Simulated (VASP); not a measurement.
# Be2C (Fm-3m) in VASP: a series of runs, part 2 of 2

VASP 6.6.1. Earlier steps stand in the parts before.

## (3) Single point, PBE

This run uses another cell than the first one: it holds 3 atoms, not 48.

File INCAR:

```
PREC     = Accurate       # precision mode
ENCUT    = 600            # plane-wave cutoff, eV
EDIFF    = 1E-6           # SCF threshold, eV
ISMEAR   = 0              # smearing method
SIGMA    = 0.02           # smearing width, eV
LREAL    = False          # projectors in reciprocal space
LASPH    = True           # aspherical terms in the spheres
NELM     = 120            # most SCF steps
ALGO     = Normal         # electronic algorithm
ISIF     = 2              # what is computed and relaxed
LWAVE    = False          # write WAVECAR
LCHARG   = False          # write CHGCAR
GGA      = PE             # functional
NBANDS   = 11             # bands
GGA_COMPAT= False
```

File KPOINTS:

```
regular mesh
0
Gamma
  12 12 12
```

File POSCAR:

```
Be2C
1.0
    0.0000000000      2.1641975753      2.1641975753
    2.1641975753      0.0000000000      2.1641975753
    2.1641975753      2.1641975753      0.0000000000
Be C
2 1
Direct
    0.7500000000      0.7500000000      0.7500000000
    0.2500000000      0.2500000000      0.2500000000
    0.0000000000      0.0000000000      0.0000000000
```

Potentials or basis: VASP PAW PBE potentials, release 64 (Be, C).

On the command line:

```bash
$ cat potpaw_PBE.64/Be/POTCAR potpaw_PBE.64/C/POTCAR > POTCAR
$ mpirun -np 1 vasp_std > vasp.out
```

OUTCAR:

```text
PREC = Accurate
   ENCUT = 600
   EDIFF = 1E-6
   ISMEAR = 0
   LREAL = False
   LASPH = True
   NELM = 120
   ISIF = 2
   GGA = PE

 ion  position               nearest neighbor table
   1  0.750  0.750  0.750-   3 1.87   3 1.87   3 1.87   3 1.87   2 2.16   2 2.16   2 2.16   2 2.16
                             2 2.16   2 2.16
   2  0.250  0.250  0.250-   3 1.87   3 1.87   3 1.87   3 1.87   1 2.16   1 2.16   1 2.16   1 2.16
                             1 2.16   1 2.16
   3  0.000  0.000  0.000-   1 1.87   2 1.87   1 1.87   1 1.87   1 1.87   2 1.87   2 1.87   2 1.87

  LATTYP: Found a face centered cubic cell.
 ALAT       =     4.3283951506

  Lattice vectors:

 A1 = (   0.0000000000,   2.1641975753,   2.1641975753)
 A2 = (   2.1641975753,   0.0000000000,   2.1641975753)
 A3 = (   2.1641975753,   2.1641975753,   0.0000000000)

Analysis of symmetry for initial positions (statically):
=====================================================================
 Subroutine PRICEL returns:
 Original cell was already a primitive cell.

 Routine SETGRP: Setting up the symmetry group for a
 face centered cubic supercell.

 Subroutine GETGRP returns: Found 48 space group operations
 (whereof 48 operations were pure point group operations)
 out of a pool of 48 trial point group operations.

The static configuration has the point symmetry O_h .

Analysis of symmetry for dynamics (positions and initial velocities):
=====================================================================
 Subroutine PRICEL returns:
 Original cell was already a primitive cell.

 Routine SETGRP: Setting up the symmetry group for a
 face centered cubic supercell.

 Subroutine GETGRP returns: Found 48 space group operations
 (whereof 48 operations were pure point group operations)
 out of a pool of 48 trial point group operations.

The dynamic configuration has the point symmetry O_h .

 Subroutine INISYM returns: Found 48 space group operations
 (whereof 48 operations are pure point group operations),
 and found     1 'primitive' translations
[... 120 lines left out ...]
  Thomas-Fermi vector in A             =   2.336610
   LORBIT       =      0    0 simple, 1 ext, 2 COOP (PROOUT), +10 PAW based schemes
   GGA     = PE    functional components
   LHFCALC =     F    Hartree Fock is set to
   AEXX    =    0.0000 exact exchange contribution
   IVDW    =     0    specifies the selected vdW correction
   LEPSILON=     F    determine dielectric tensor
   LRPA    =     F    only Hartree local field effects (RPA)
 non-spin polarized calculation
 Gauss-broadening in eV      SIGMA  =   0.02
  energy-cutoff  :      600.00
  volume of cell :       20.27
 maximum number of plane-waves:       692
   NGX = 13   NGY = 13   NGZ = 13

 number of electron       8.0000000 magnetization

 Free energy of the ion-electron system (eV)
  ---------------------------------------------------
  ext. energy  EPLUGINS =         0.00000000
  ---------------------------------------------------
  free energy    TOTEN  =       -17.45698726 eV

  energy without entropy =      -17.45698726  energy(sigma->0) =      -17.45698726

 E-fermi :   7.8410     XC(G=0): -11.4407

 val. band max:        7.7341821753   @ k =   0.0000   0.0000   0.0000
 cond. band min:       8.8921026336   @ k =   0.5000   0.5000   0.0000
 fundamental gap:      1.1579204583
 Fermi energy:         7.8410298986

 k-point     1 :       0.0000    0.0000    0.0000
  band No.  band energies     occupation
      1      -7.3096      2.00000
      2       7.7342      2.00000
      3       7.7342      2.00000
      4       7.7342      2.00000
      5      11.8635      0.00000
      6      11.8635      0.00000
      7      11.8635      0.00000
      8      14.4908      0.00000
      9      20.9077      0.00000
     10      20.9077      0.00000
     11      20.9077      0.00000
[... 309 lines left out ...]
 k-point    24 :      -0.4167    0.1667    0.0000
  band No.  band energies     occupation
      1      -4.2117      2.00000
      2      -0.5163      2.00000
      3       4.1016      2.00000
      4       5.1960      2.00000
      5      12.4621      0.00000
      6      14.5002      0.00000
      7      16.0804      0.00000
      8      18.4786      0.00000
      9      20.6891      0.00000
     10      21.0092      0.00000
     11      24.7268      0.00000

 [... further k-points ...]
[... 5 lines left out ...]
  --------------------------------------------------------------------------------------
  -------------------------------------------------------------------------------------
  Total        0.0332321      0.0332321      0.0332321      0.0000000      0.0000000     -0.0000000
  in kB        2.6263175      2.6263175      2.6263175      0.0000000      0.0000000     -0.0000000
  external PRESSURE =       2.6263175 kB  Pullay stress =       0.0000000 kB

 VOLUME and BASIS-vectors are now :
 -----------------------------------------------------------------------------
  energy-cutoff  :      600.00
  volume of cell :       20.27
      direct lattice vectors                 reciprocal lattice vectors
     0.000000000  2.164197575  2.164197575    -0.231032511  0.231032511  0.231032511
     2.164197575  0.000000000  2.164197575     0.231032511 -0.231032511  0.231032511
     2.164197575  2.164197575  0.000000000     0.231032511  0.231032511 -0.231032511

 POSITION                                       TOTAL-FORCE (eV/Angst)
 -----------------------------------------------------------------------------------
      3.24630      3.24630      3.24630        -0.000000     -0.000000     -0.000000
      1.08210      1.08210      1.08210         0.000000      0.000000      0.000000
      0.00000      0.00000      0.00000        -0.000000     -0.000000     -0.000000
 -----------------------------------------------------------------------------------
    total drift:                               -0.000000     -0.000000      0.000000

  FREE ENERGIE OF THE ION-ELECTRON SYSTEM (eV)
  ---------------------------------------------------
  free  energy   TOTEN  =       -17.4569872568 eV

  energy  without entropy=      -17.4569872568  energy(sigma->0) =      -17.45698726
```

It took 24 s on 1 thread of Intel Xeon 8259CL, shared host; peak memory 0.14 GiB.

What came out:

```yaml
Free_energy: -17.4570 eV
Pressure: 0.3 GPa
Band_gap_on_the_k_mesh: 1.16 eV, indirect (least direct gap 4.13 eV)
```

A k mesh can miss the band edges.
